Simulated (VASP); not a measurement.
# MgGe3N (P3m1) in VASP: further runs, part 2 of 3

VASP 6.6.1. Earlier steps stand in the parts before.

### Step 3. Relaxation of cell and atoms, PBE

This run uses another cell than the first one, of 17.12 Å³/atom.

Input file INCAR:

```
SYSTEM = MgGe3N
ALGO = Normal
EDIFF = 1E-6
EDIFFG = -0.08
ENCUT = 600
GGA = PE
IBRION = 2
ISIF = 3
ISMEAR = 0
LASPH = .TRUE.
LCHARG = .FALSE.
LREAL = .FALSE.
LWAVE = .FALSE.
NELM = 80
NSW = 36
PREC = Accurate
SIGMA = 0.2
```

Input file KPOINTS:

```
k-points
0
G
  5 5 2
  0 0 0
```

Input file POSCAR:

```
MgGe3N
1.0
    3.4000000000      0.0000000000      0.0000000000
   -1.7000000000      2.9444863700      0.0000000000
    0.0000000000      0.0000000000      8.5500000000
Mg Ge N
1 3 1
Direct
    0.0000000000      0.0000000000      0.0000000000
    0.3333333300      0.6666666700      0.3330000000
    0.6666666700      0.3333333300      0.5090000000
    0.0000000000      0.0000000000      0.6840000000
    0.3333333300      0.6666666700      0.1050000000
```

Potentials or basis: VASP PAW PBE potentials, release 64 (Mg, Ge_d, N).

On the command line:

```
cat potpaw_PBE.64/Mg/POTCAR potpaw_PBE.64/Ge_d/POTCAR potpaw_PBE.64/N/POTCAR > POTCAR
mpirun -np 1 vasp_std > vasp.out
```

OUTCAR:

```text
SYSTEM = MgGe3N
   EDIFF = 1E-6
   EDIFFG = -0.08
   ENCUT = 600
   GGA = PE
   IBRION = 2
   ISIF = 3
   ISMEAR = 0
   LASPH = .TRUE.
   LREAL = .FALSE.
   NELM = 80
   NSW = 36
   PREC = Accurate

 ion  position               nearest neighbor table
   1  0.000  0.000  0.000-   5 2.16   5 2.16   5 2.16   4 2.70
   2  0.333  0.667  0.333-   5 1.95   3 2.47   3 2.47   3 2.47
   3  0.667  0.333  0.509-   4 2.47   4 2.47   4 2.47   2 2.47   2 2.47   2 2.47
   4  0.000  0.000  0.684-   3 2.47   3 2.47   3 2.47   1 2.70
   5  0.333  0.667  0.105-   2 1.95   1 2.16   1 2.16   1 2.16

  LATTYP: Found a hexagonal cell.
 ALAT       =     3.4000000000
 C/A-ratio  =     2.5147058824

  Lattice vectors:

 A1 = (   3.4000000000,   0.0000000000,   0.0000000000)
 A2 = (  -1.7000000000,   2.9444863700,   0.0000000000)
 A3 = (   0.0000000000,   0.0000000000,   8.5500000000)

Analysis of symmetry for initial positions (statically):
=====================================================================
 Subroutine PRICEL returns:
 Original cell was already a primitive cell.

 Routine SETGRP: Setting up the symmetry group for a
 hexagonal supercell.

 Subroutine GETGRP returns: Found  6 space group operations
 (whereof  6 operations were pure point group operations)
 out of a pool of 24 trial point group operations.

The static configuration has the point symmetry C_3v.

Analysis of symmetry for dynamics (positions and initial velocities):
=====================================================================
 Subroutine PRICEL returns:
 Original cell was already a primitive cell.

 Routine SETGRP: Setting up the symmetry group for a
 hexagonal supercell.

 Subroutine GETGRP returns: Found  6 space group operations
 (whereof  6 operations were pure point group operations)
 out of a pool of 24 trial point group operations.

The dynamic configuration has the point symmetry C_3v.

 Subroutine INISYM returns: Found  6 space group operations
 (whereof  6 operations are pure point group operations),
 and found     1 'primitive' translations

----------------------------------------------------------------------------------------

                                     Primitive cell

  volume of cell :      85.5962

  direct lattice vectors                    reciprocal lattice vectors
     3.400000000  0.000000000  0.000000000     0.294117647  0.169808903  0.000000000
    -1.700000000  2.944486370  0.000000000     0.000000000  0.339617806  0.000000000
     0.000000000  0.000000000  8.550000000     0.000000000  0.000000000  0.116959064

  length of vectors
     3.400000000  3.399999998  8.550000000     0.339617805  0.339617806  0.116959064

  position of ions in fractional coordinates (direct lattice)
     0.000000000  0.000000000  0.000000000
     0.333333330  0.666666670  0.333000000
     0.666666670  0.333333330  0.509000000
     0.000000000  0.000000000  0.684000000
     0.333333330  0.666666670  0.105000000

  ion indices of the primitive-cell ions
   primitive index   ion index
                 1           1
                 2           2
                 3           3
                 4           4
                 5           5

----------------------------------------------------------------------------------------

[... 44 lines left out ...]
 SYSTEM =  MgGe3N
   PREC   = accura    normal or accurate (medium, high low for compatibility)
   ISTART =      0    job   : 0-new  1-cont  2-samecut
   ICHARG =      2    charge: 1-file 2-atom 10-const
   ISPIN  =      1    spin polarized calculation?
   LNONCOLLINEAR =      F non collinear calculations
   LSORBIT =      F    spin-orbit coupling
   LASPH  =      T    aspherical Exc in radial PAW
   ENCUT  =  600.0 eV  44.10 Ry    6.64 a.u.   6.79  6.79 17.08*2*pi/ulx,y,z
   NELM   =     80;   NELMIN=  2; NELMDL= -5     # of ELM steps
   EDIFF  = 0.1E-05   stopping-criterion for ELM
   LREAL  =      F    real-space projection
   EDIFFG = -.8E-01   stopping-criterion for IOM
   NSW    =     36    number of steps for IOM
   IBRION =      2    ionic relax: 0-MD 1-quasi-New 2-CG
   NFREE  =      1    steps in history (QN), initial steepest desc. (CG)
   ISIF   =      3    stress and relaxation
   ISYM   =      2    0-nonsym 1-usesym 2-fastsym
   POTIM  = 0.5000    time-step for ionic-motion
   TEBEG  =    0.0;   TEEND  =   0.0 temperature during run
   PSTRESS=    0.0 pullay stress
   NELECT =      49.0000    total number of electrons
   NUPDOWN=      -1.0000    fix difference up-down
   EMIN   =  10.00;   EMAX   =-10.00  energy-range for DOS
   EFERMI =   0.00;   METHOD = LEGACY
   ISMEAR =     0;   SIGMA  =   0.20  broadening in eV -4-tet -1-fermi 0-gaus
   EFERMI_NEDOS =   21; number of points for ismear=-14 and -15
   IALGO  =     38    algorithm
   IMIX   =      4    mixing-type and parameters
     AMIX     =   0.40;   BMIX     =  1.00
     AMIX_MAG =   1.60;   BMIX_MAG =  1.00
  volume/ion in A,a.u.               =      17.12       115.53
  Fermi-wavevector in a.u.,A,eV,Ry     =   1.359321  2.568744 25.140210  1.847753
  Thomas-Fermi vector in A             =   2.486079
   LORBIT       =      0    0 simple, 1 ext, 2 COOP (PROOUT), +10 PAW based schemes
   GGA     = PE    functional components
   LHFCALC =     F    Hartree Fock is set to
   AEXX    =    0.0000 exact exchange contribution
   IVDW    =     0    specifies the selected vdW correction
   LEPSILON=     F    determine dielectric tensor
   LRPA    =     F    only Hartree local field effects (RPA)
 conjugate gradient relaxation of ions
 non-spin polarized calculation
 Gauss-broadening in eV      SIGMA  =   0.20
  energy-cutoff  :      600.00
  volume of cell :       85.60
 maximum number of plane-waves:      2876
 NGX is ok and might be reduce to    28
   NGX = 13   NGY = 13   NGZ = 35

--------------------------------------- Ionic step        1  -------------------------------------------

 number of electron      48.9999994 magnetization

 Free energy of the ion-electron system (eV)
  ---------------------------------------------------
  ext. energy  EPLUGINS =         0.00000000
  ---------------------------------------------------
  free energy    TOTEN  =       -22.26975833 eV

  energy without entropy =      -22.20371368  energy(sigma->0) =      -22.23673601

------------------------ aborting loop because EDIFF is reached ----------------------------------------

  FORCE on cell =-STRESS in cart. coord.  units (eV):
  Direction    XX          YY          ZZ          XY          YZ          ZX
  --------------------------------------------------------------------------------------
  -------------------------------------------------------------------------------------
  Total        5.9525817      5.9525817     -2.2683066     -0.0000000      0.0000000      0.0000000
  in kB      111.4195409    111.4195407    -42.4578263     -0.0000000      0.0000000      0.0000000
  external PRESSURE =      60.1270851 kB  Pullay stress =       0.0000000 kB
[... 65 lines left out ...]
--------------------------------------- Ionic step        3  -------------------------------------------

 number of electron      49.0000001 magnetization

 E-fermi :   4.9303     XC(G=0): -10.0998

 val. band max:        4.8195004032   @ k =   0.2000   0.2000   0.5000
 cond. band min:       4.9423969652   @ k =   0.4000   0.2000   0.5000
 fundamental gap:      0.1228965621
 Fermi energy:         4.9303411320

 k-point     1 :       0.0000    0.0000    0.0000
  band No.  band energies     occupation
      1     -20.0389      2.00000
      2     -20.0389      2.00000
      3     -20.0098      2.00000
      4     -19.9594      2.00000
      5     -19.9594      2.00000
      6     -19.8420      2.00000
[... 341 lines left out ...]
  FREE ENERGIE OF THE ION-ELECTRON SYSTEM (eV)
  ---------------------------------------------------
  free  energy   TOTEN  =       -23.0278787596 eV

  energy  without entropy=      -22.9662451500  energy(sigma->0) =      -22.99706195

[... ionic steps 4 to 11 ...]

--------------------------------------- Ionic step       12  -------------------------------------------

 number of electron      48.9999993 magnetization

------------------------ aborting loop because EDIFF is reached ----------------------------------------
[... 73 lines left out ...]
--------------------------------------- Ionic step       14  -------------------------------------------

 number of electron      48.9999994 magnetization

 Free energy of the ion-electron system (eV)
  ---------------------------------------------------
  ext. energy  EPLUGINS =         0.00000000
  ---------------------------------------------------
  free energy    TOTEN  =       -23.31957366 eV

  energy without entropy =      -23.29225381  energy(sigma->0) =      -23.30591373

 E-fermi :   4.5887     XC(G=0):  -9.9710

 val. band max:        4.4873343069   @ k =   0.4000   0.2000   0.5000
 cond. band min:       4.8288492252   @ k =   0.2000   0.0000   0.5000
 fundamental gap:      0.3415149183
 Fermi energy:         4.5886968917

 k-point     1 :       0.0000    0.0000    0.0000
  band No.  band energies     occupation
      1     -20.3387      2.00000
      2     -20.3387      2.00000
      3     -20.2840      2.00000
      4     -20.2355      2.00000
      5     -20.2355      2.00000
      6     -20.1333      2.00000
[... 341 lines left out ...]
  FREE ENERGIE OF THE ION-ELECTRON SYSTEM (eV)
  ---------------------------------------------------
  free  energy   TOTEN  =       -23.3195736572 eV

  energy  without entropy=      -23.2922538112  energy(sigma->0) =      -23.30591373

 reached required accuracy - stopping structural energy minimisation
```

OSZICAR:

```text
N       E                     dE             d eps       ncg     rms          rms(c)
DAV:   1     0.489190975286E+03    0.48919E+03   -0.26435E+04   652   0.462E+03
DAV:   2     0.651974249731E+02   -0.42399E+03   -0.41152E+03   580   0.908E+02
DAV:   3    -0.191047998430E+02   -0.84302E+02   -0.81697E+02   648   0.232E+02
[... 136 lines left out ...]
DAV:   3    -0.233196963661E+02    0.12350E-02   -0.23619E-03   763   0.720E-01    0.588E-02
DAV:   4    -0.233195948754E+02    0.10149E-03   -0.30031E-04   640   0.183E-01    0.274E-02
DAV:   5    -0.233195751248E+02    0.19751E-04   -0.47288E-05   755   0.121E-01    0.116E-02
DAV:   6    -0.233195738251E+02    0.12997E-05   -0.60813E-06   624   0.579E-02    0.323E-03
DAV:   7    -0.233195736572E+02    0.16787E-06   -0.95638E-07   325   0.213E-02
  14 F= -.23319574E+02 E0= -.23305914E+02  d E =-.106272E-02
```

CONTCAR:

```text
MgGe3N
   1.00000000000000
     3.5571629481238269   -0.0000000000000000   -0.0000000000000000
    -1.7785814740619135    3.0805934752230608    0.0000000000000000
     0.0000000000000000    0.0000000000000000    8.5809315484763271
  Mg              Ge              N
     1     3     1
Direct
     0.0000000000000000    0.0000000000000000    0.0253799305207485
     0.3333333300000021    0.6666666699999979    0.3009239915787644
     0.6666666699999979    0.3333333300000021    0.5186177380546257
     1.0000000000000000    0.0000000000000000    0.6965543111376284
     0.3333333300000021    0.6666666699999979    0.0895240287082259

  0.00000000E+00  0.00000000E+00  0.00000000E+00
  0.00000000E+00  0.00000000E+00  0.00000000E+00
  0.00000000E+00  0.00000000E+00  0.00000000E+00
  0.00000000E+00  0.00000000E+00  0.00000000E+00
  0.00000000E+00  0.00000000E+00  0.00000000E+00
```

Wall time 3.7 min (1 thread of AMD EPYC 9R14 (Zen 4), shared host); peak memory 0.22 GiB.

Results:

```
Free energy                           : -23.3196 eV
Relaxed volume                        : 18.81 Å³/atom
Relaxed cell                          : a = 3.557 Å, b = 3.557 Å, c = 8.581 Å, α = 90.00°, β = 90.00°, γ = 120.00°
Space group after relaxing (to 0.1 Å) : P3m1 (No. 156)
Energy gained by relaxing             : 210.0 meV/atom
Ionic steps                           : 14
Pressure after relaxing               : 0.1 GPa
Largest force after relaxing          : 0.078 eV/Å
Band gap on the k mesh                : zero (an odd number of electrons rules out a gap without spin polarisation)
```

Forces in eV/Å, atoms in the order of the input:
```
Mg   0.000  0.000 -0.078
Ge   0.000  0.000  0.042
Ge   0.000  0.000  0.051
Ge   0.000  0.000 -0.025
N    0.000  0.000  0.011
```

Stress tensor (GPa, compression positive):
```
 0.12  0.00  0.00
 0.00  0.12  0.00
 0.00  0.00 -0.03
```

Step by step:
```tsv
step	energy change (eV)	largest force (eV/Å)	pressure (GPa)	volume (Å³)
1	0.0000	4.5803	6.01	85.60
2	-0.5371	5.6990	4.23	93.62
3	-0.7581	2.0637	2.76	90.99
4	-0.9362	1.2159	-1.97	96.20
5	-0.9366	1.2665	-2.06	96.47
6	-1.0205	0.4056	-0.94	96.37
7	-1.0205	0.4242	-0.90	96.37
8	-1.0377	0.2221	-0.32	94.92
9	-1.0379	0.2669	-0.24	94.73
10	-1.0445	0.2022	0.42	93.89
11	-1.0450	0.2022	0.54	93.58
12	-1.0487	0.1119	0.16	93.75
13	-1.0488	0.1200	0.22	93.73
14	-1.0498	0.0779	0.07	94.03
```

Final structure:
```cif
data_structure
_symmetry_space_group_name_H-M 'P 1'
_symmetry_Int_Tables_number 1
_cell_length_a 3.5572
_cell_length_b 3.5572
_cell_length_c 8.5809
_cell_angle_alpha 90.000
_cell_angle_beta 90.000
_cell_angle_gamma 120.000
_cell_volume 94.03
loop_
_atom_site_label
_atom_site_type_symbol
_atom_site_fract_x
_atom_site_fract_y
_atom_site_fract_z
_atom_site_occupancy
Mg1 Mg 0.00000 0.00000 0.02538 1
Ge1 Ge 0.33333 0.66667 0.30092 1
Ge2 Ge 0.66667 0.33333 0.51862 1
Ge3 Ge 0.00000 0.00000 0.69655 1
N1 N 0.33333 0.66667 0.08952 1
```

Caveat: the k points lie up to 0.41 Å⁻¹ apart in the final cell, too coarse for converged energies and pressures of a metal; an odd number of electrons without spin polarisation forces a metal; a magnetic or distorted state may lie lower; the relaxation stopped at a loose force limit of 0.08 eV/Å, so its end isn't a converged minimum.

(Part 2 of 3 ends here.)

The gap in the log of VASP goes by the Fermi energy; the results here count the filled bands.